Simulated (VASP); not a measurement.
## InP: single point with PBE

System: InP, a wire with vacuum.

```
CELL_PARAMETERS angstrom
17.30000 0.00000 0.00000
0.00000 14.80000 0.00000
0.00000 0.00000 5.54032
ATOMIC_POSITIONS crystal
In 0.25981 0.50000 0.00000
In 0.58006 0.50000 0.00000
In 0.58006 0.31283 0.50000
In 0.58006 0.68717 0.50000
In 0.41994 0.50000 0.50000
In 0.74019 0.50000 0.50000
In 0.41994 0.31283 0.00000
In 0.41994 0.68717 0.00000
P 0.41994 0.50000 0.00000
P 0.74019 0.50000 0.00000
P 0.41994 0.31283 0.50000
P 0.41994 0.68717 0.50000
P 0.25981 0.50000 0.50000
P 0.58006 0.50000 0.50000
P 0.58006 0.31283 0.00000
P 0.58006 0.68717 0.00000
```

```json
{
 "Program": "VASP 6.6.1",
 "Task": "single point",
 "Functional": "PBE",
 "Potentials or basis": "VASP PAW PBE potentials, release 64 (In_d, P)",
 "Cutoff": "520 eV",
 "k mesh": "1 × 1 × 10",
 "Occupations": "gaussian, width 0.05 eV",
 "Spin": "no spin polarisation",
 "Dipole correction": "no",
 "Further INCAR settings": "LREAL = Auto; ALGO = Normal; EDIFF = 1e-06; NBANDS = 86"
}
```

```json
{"Largest force": "0.739 eV/Å", "Band gap on the k mesh": "zero (bands 72 and 73 overlap by 0.42 eV)"}
```

Forces on the atoms (eV/Å):
```
In   0.298  0.000  0.000
In   0.687  0.000  0.000
In  -0.696  0.249  0.000
In  -0.696 -0.249  0.000
In  -0.687  0.000  0.000
In  -0.298  0.000  0.000
In   0.696  0.249  0.000
In   0.696 -0.249  0.000
P   -0.538  0.000  0.000
P   -0.351  0.000  0.000
P    0.430  0.040  0.000
P    0.430 -0.040  0.000
P    0.351  0.000  0.000
P    0.538  0.000  0.000
P   -0.430  0.040  0.000
P   -0.430 -0.040  0.000
```

Levels at points of the mesh, in eV from the Fermi level:
| k point | band 69 | band 70 | band 71 | band 72 | band 73 | band 74 | band 75 | band 76 |
| --- | --- | --- | --- | --- | --- | --- | --- | --- |
| (0.00, 0.00, 0.00) | -0.85 | -0.71 | -0.67 | -0.30 | -0.28 | -0.20 | -0.08 | 0.95 |
| (0.00, 0.00, 0.50) | 0.02 | 0.02 | 0.14 | 0.14 | 1.54 | 1.54 | 1.60 | 1.60 |

Run time: 44 min on 1 thread of AMD EPYC 7R13 Processor (Zen 3), on a shared host, peak memory 1.4 GiB.

Caveat: spin-orbit coupling is left out, which moves the levels of the heavy elements.
